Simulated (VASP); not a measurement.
A run of VASP 6.6.1:

INCAR

```
SYSTEM = CsPbCl3
ALGO = Normal
EDIFF = 1E-6
EDIFFG = -0.005
ENCUT = 600
GGA = CA
IBRION = 2
ISIF = 3
ISMEAR = -1
LASPH = .True.
LCHARG = .False.
LREAL = .False.
LWAVE = .False.
NELM = 80
NSW = 80
PREC = Accurate
SIGMA = 0.02
```

The input KPOINTS:

```
k-points
0
Gamma
  4 4 4
  0 0 0
```

POSCAR

```
CsPbCl3
1.0
    5.7331733935      0.0000000000      0.0000000000
    0.0000000000      5.7331733935      0.0000000000
    0.0000000000      0.0000000000      5.7331733935
Cs Pb Cl
1 1 3
Direct
    0.0000000000      0.0000000000      0.0000000000
    0.5000000000      0.5000000000      0.5000000000
    0.5000000000      0.5000000000      0.0000000000
    0.5000000000      0.0000000000      0.5000000000
    0.0000000000      0.5000000000      0.5000000000
```

Potentials or basis: VASP PAW LDA potentials, release 64 (Cs_sv, Pb_d, Cl).

Command:

```console
$ cat potpaw_LDA.64/Cs_sv/POTCAR potpaw_LDA.64/Pb_d/POTCAR potpaw_LDA.64/Cl/POTCAR > POTCAR
$ mpirun -np 1 vasp_std > vasp.out
```

Hardware: 1 thread of Intel(R) Xeon(R) 6975P-C (Granite Rapids) (shared host).

Q: How long does it take, and how much memory?

A: Run time: 58 s on 1 thread of Intel(R) Xeon(R) 6975P-C (Granite Rapids), on a shared host, peak memory 0.3 GiB. Counts: scf iterations 29, k points 10, ion steps 3.
